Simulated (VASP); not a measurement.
Here is a VASP 6.6.1 calculation.

INCAR

```
ALGO = Normal ; EDIFF = 1E-6
ENCUT = 520 ; GGA = PE
ISIF = 2 ; ISMEAR = 0
LASPH = T ; LCHARG = T
LELF = T ; LREAL = F
LVHAR = T ; LWAVE = F
NBANDS = 49 ; NELM = 100
PREC = Accurate ; SIGMA = 0.02
```

Contents of KPOINTS:

```
k-points
0
Gamma
  12 12 2
```

Contents of POSCAR:

```
MoS2
1.0
    3.1214731197      0.0000000000      0.0000000000
   -1.5607365599      2.7032750189      0.0000000000
    0.0000000000      0.0000000000     21.8687047351
Mo S
3 6
Direct
    0.0000000000      0.0000000000      0.0002224326
    0.6666666667      0.3333333333      0.3335557659
    0.3333333333      0.6666666667      0.6668890992
    0.3333333333      0.6666666667      0.2611167073
    0.6666666667      0.3333333333      0.0726598601
    0.0000000000      0.0000000000      0.5944500406
    0.3333333333      0.6666666667      0.4059931935
    0.6666666667      0.3333333333      0.9277833740
    0.0000000000      0.0000000000      0.7393265268
```

Potentials or basis: VASP PAW PBE potentials, release 64 (Mo_sv, S).

The run is started by

```sh
$ cat potpaw_PBE.64/Mo_sv/POTCAR potpaw_PBE.64/S/POTCAR > POTCAR
$ mpirun -np 1 vasp_std > vasp.out
```

Predict the pressure.

3.2 GPa.

Estimate the largest force.

0.012 eV/Å.

What does it give for the band gap on the k mesh?

1.68 eV.

Forces in eV/Å, atoms in the order of the input:
```
Mo   0.000  0.000  0.000
Mo   0.000  0.000  0.000
Mo   0.000  0.000  0.000
S    0.000  0.000  0.012
S    0.000  0.000 -0.012
S    0.000  0.000  0.012
S    0.000  0.000 -0.012
S    0.000  0.000  0.012
S    0.000  0.000 -0.012
```

Caveat: the cell differs from its parent crystal (equal strain along all axes, cell held: -2.0 %, then relaxed in part); the cell stands under pressure; this functional lacks dispersion, which binds layers or chains, so the pressure and a relaxed spacing across them are unreliable. A k mesh can miss the band edges.
